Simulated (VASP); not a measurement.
Wanted: the native input for a VASP 6.6.1 run.

```
Task                   : single point
Functional             : PBE
Potentials or basis    : VASP PAW PBE potentials, release 64 (Ta_pv, N)
Cutoff                 : 520 eV
k mesh                 : 10 × 10 × 10
Occupations            : fermi-dirac, width 0.05 eV
Spin                   : no spin polarisation
Dipole correction      : no
Further INCAR settings : ALGO = Normal; EDIFF = 1e-07; NBANDS = 15
```

The structure of TaN lies in POSCAR:

```
TaN
1.0
    2.7504029703      0.0000000000      0.0000000000
    0.0000000000      2.7504029703      0.0000000000
    0.0000000000      0.0000000000      2.7504029703
Ta N
1 1
Direct
    0.0000000000      0.0000000000      0.0000000000
    0.5000000000      0.5000000000      0.5000000000
```

These files were run (other wordings do the same):

INCAR

```
SYSTEM = TaN
PREC     = Accurate       ! precision mode
ENCUT    = 520            ! plane-wave cutoff, eV
EDIFF    = 1E-7           ! SCF threshold, eV
ISMEAR   = -1             ! smearing method
SIGMA    = 0.05           ! smearing width, eV
LREAL    = .FALSE.        ! projectors in reciprocal space
LASPH    = .TRUE.         ! aspherical terms in the spheres
NELM     = 60             ! most SCF steps
ALGO     = Normal         ! electronic algorithm
ISIF     = 2              ! what is computed and relaxed
LWAVE    = .FALSE.        ! write WAVECAR
LCHARG   = .FALSE.        ! write CHGCAR
GGA      = PE             ! functional
NBANDS   = 15             ! bands
```

KPOINTS

```
regular mesh
0
G
  10 10 10
  0 0 0
```

Potentials or basis: VASP PAW PBE potentials, release 64 (Ta_pv, N).

Launch:

```console
$ cat potpaw_PBE.64/Ta_pv/POTCAR potpaw_PBE.64/N/POTCAR > POTCAR
$ mpirun -np 1 vasp_std > vasp.out
```

It gave:

```json
{
  "Pressure": "0.2 GPa",
  "Band gap on the k mesh": "zero (band 8 reaches 15.33 eV, above the bottom of band 9 at 6.59 eV)"
}
```

Caveat: spin-orbit coupling is left out, which moves the levels of the heavy elements.

Wall time 12 s on 1 thread of Intel(R) Xeon(R) Platinum 8488C (Sapphire Rapids), with other jobs on the host, peak memory 0.13 GiB.
